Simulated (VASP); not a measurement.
Mg:

```
Mg
1.0
     1.77373   -5.62665    0.00000
     1.77373    5.62665    0.00000
     0.00000    0.00000    4.69423
Mg
4
Direct
  0.09800 0.90200 0.91000
  0.59800 0.40200 0.59000
  0.90200 0.09800 0.09000
  0.40200 0.59800 0.41000
```

| Property | Result |
| --- | --- |
| Program | VASP 6.6.1 |
| Task | relaxation of cell and atoms |
| Functional | PBE |
| Potentials or basis | VASP PAW PBE potentials, release 64 (Mg) |
| Cutoff | 600 eV |
| k mesh | 6 × 6 × 4 |
| Occupations | gaussian, width 0.1 eV |
| Spin | no spin polarisation |

At the start: pressure 17.5 GPa; volume 23.42 Å³/atom.

Problem. How do energy, volume and symmetry change on relaxing?

Solution. Over 28 steps the energy falls by 1303.0 meV/atom and the volume is 24.36 Å³/atom (+4.0 %); space group Fmmm (No. 69, to 0.05 Å).

The path:
```
step  energy change (eV)  largest force (eV/Å)  pressure (GPa)  volume (Å³)
   1              0.0000                4.2365           17.52        93.70
   2             -3.4327                1.1166           -1.24       132.84
   3             -3.4713                0.9146           -2.01       138.30
   4             -3.7782                0.9191           -2.31       131.40
   5             -4.5762                0.8583           -1.63       111.87
   6             -3.5807                0.9935           16.51        77.98
   7             -4.7318                0.8701           -0.10       103.69
   8             -4.7755                0.6087            3.07        93.78
   9             -4.7973                0.7040            1.88        96.74
  10             -4.9898                0.2048            1.76        95.02
  11             -5.0277                0.3744            2.46        93.08
  12             -5.0378                0.2001            2.12        93.72
  13             -5.1340                0.1586            0.49        97.21
  14             -5.1512                0.1310           -0.30        99.34
  15             -5.1519                0.1233           -0.44        99.77
  16             -5.1520                0.1199           -0.50        99.96
  17             -5.1615                0.1050           -0.33        99.19
  18             -5.1707                0.0768            0.01        97.77
  19             -5.1713                0.0699            0.12        97.33
  20             -5.1800                0.0508            0.13        97.19
  21             -5.1943                0.0509            0.26        96.70
  22             -5.1949                0.0253            0.20        96.83
  23             -5.2002                0.0464            0.13        97.02
  24             -5.2079                0.0724           -0.01        97.52
  25             -5.2080                0.0654            0.01        97.40
  26             -5.2082                0.0682            0.00        97.46
  27             -5.2114                0.0517           -0.03        97.45
  28             -5.2122                0.0385           -0.04        97.44
```

Final structure:
```cif
data_structure
_symmetry_space_group_name_H-M 'P 1'
_symmetry_Int_Tables_number 1
_cell_length_a 5.9521
_cell_length_b 5.9521
_cell_length_c 5.3856
_cell_angle_alpha 90.000
_cell_angle_beta 90.000
_cell_angle_gamma 149.291
_cell_volume 97.44
loop_
_atom_site_label
_atom_site_type_symbol
_atom_site_fract_x
_atom_site_fract_y
_atom_site_fract_z
_atom_site_occupancy
Mg1 Mg 0.13189 0.86811 0.99983 1
Mg2 Mg 0.63189 0.36811 0.50017 1
Mg3 Mg 0.86811 0.13189 0.00017 1
Mg4 Mg 0.36811 0.63189 0.49983 1
```
